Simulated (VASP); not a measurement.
Set up this calculation in VASP 6.6.1, as the native input.

* Task: single point
* Functional: PBE
* Potentials or basis: VASP PAW PBE potentials, release 64 (Ba_sv, Zr_sv, O_h)
* Cutoff: 910 eV
* k mesh: 4 × 4 × 4
* Occupations: gaussian, width 0.1 eV
* Spin: no spin polarisation
* Dipole correction: no
* Second run: hard_potentials
* Further INCAR settings: ALGO = Normal; EDIFF = 1e-06; NBANDS = 28

The structure of BaZrO3 lies in POSCAR:

```
BaZrO3
1.0
    4.1815000000      0.0000000000      0.0000000000
    0.0000000000      4.1815000000      0.0000000000
    0.0000000000      0.0000000000      4.1815000000
Ba Zr O
1 1 3
Direct
    0.5000000000      0.5000000000      0.5000000000
    0.0000000000      0.0000000000      0.0000000000
    0.5000000000      0.0000000000      0.0000000000
    0.0000000000      0.5000000000      0.0000000000
    0.0000000000      0.0000000000      0.5000000000
```

The input as run:

INCAR

```
SYSTEM = BaZrO3
PREC = Accurate ; ENCUT = 910
EDIFF = 1E-6 ; ISMEAR = 0
SIGMA = 0.1 ; LREAL = .False.
LASPH = .True. ; NELM = 120
ALGO = Normal ; ISIF = 2
LWAVE = .False. ; LCHARG = .False.
GGA = PE ; NBANDS = 28
GGA_COMPAT = .False.
```

KPOINTS

```
Automatic mesh
0
Gamma
  4 4 4
  0 0 0
```

Potentials or basis: VASP PAW PBE potentials, release 64 (Ba_sv, Zr_sv, O_h).

Command:

```bash
$ cat potpaw_PBE.64/Ba_sv/POTCAR potpaw_PBE.64/Zr_sv/POTCAR potpaw_PBE.64/O_h/POTCAR > POTCAR
$ mpirun -np 1 vasp_std > vasp.out
```

Results of the run:

```yaml
Pressure: 6.1 GPa
Band_gap_on_the_k_mesh: 3.20 eV, indirect (least direct gap 3.42 eV)
```

Caveat: the cutoff is under 1.25 times the usual one of these potentials, so pressure, stress and relaxed cells hold a basis-set (Pulay) error; spin-orbit coupling is left out, which moves the levels of the heavy elements.

Wall time 60 s on 1 thread of AMD EPYC 7R43 64-Core Processor (Zen 3), on a shared host, peak memory 0.23 GiB.
